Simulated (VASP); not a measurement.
Ba2Mg:

```
Ba Mg
1.0
     4.55058    0.00000    0.00000
    -2.27529    3.94092    0.00000
     0.00000    0.00000    4.91342
Ba Mg
2 1
Cartesian
  0.0000 2.6273 2.4567
  2.2753 1.3136 2.4567
  0.0000 0.0000 0.0000
```

* Program: VASP 6.6.1
* Task: relaxation of cell and atoms
* Functional: PBE
* Potentials or basis: VASP PAW PBE potentials, release 64 (Ba_sv, Mg)
* Cutoff: 600 eV
* k mesh: 6 × 6 × 4
* Occupations: gaussian, width 0.1 eV
* Spin: no spin polarisation

At the start: pressure 30.6 GPa; volume 29.37 Å³/atom.

How do energy, volume and symmetry change on relaxing?

Over 11 steps the energy falls by 1863.5 meV/atom and the volume is 44.88 Å³/atom (+52.8 %); space group P6/mmm (No. 191, to 0.1 Å) before and after.

The path:
| step | energy change (eV) | largest force (eV/Å) | pressure (GPa) | volume (Å³) |
| --- | --- | --- | --- | --- |
| 1 | 0.0000 | 0.0000 | 30.61 | 88.11 |
| 2 | -4.8026 | 0.0000 | -1.79 | 174.54 |
| 3 | -4.6637 | 0.0000 | 0.06 | 139.84 |
| 4 | -4.8199 | 0.0000 | -1.53 | 166.44 |
| 5 | -4.8204 | 0.0000 | -1.46 | 164.62 |
| 6 | -5.1510 | 0.0000 | -1.33 | 154.89 |
| 7 | -5.4572 | 0.0000 | 1.41 | 123.66 |
| 8 | -5.5580 | 0.0000 | -0.21 | 137.78 |
| 9 | -5.5871 | 0.0000 | 0.20 | 133.61 |
| 10 | -5.5878 | 0.0000 | 0.28 | 132.81 |
| 11 | -5.5904 | 0.0000 | 0.09 | 134.64 |

Final structure:
```
CELL_PARAMETERS angstrom
6.39076 0.00000 0.00000
-3.19538 5.53456 0.00000
0.00000 0.00000 3.80668
ATOMIC_POSITIONS crystal
Ba 0.33333 0.66667 0.50000
Ba 0.66667 0.33333 0.50000
Mg 0.00000 0.00000 0.00000
```

Caveat: the volume moved by over 15 % at a fixed basis, so the end points are rough.
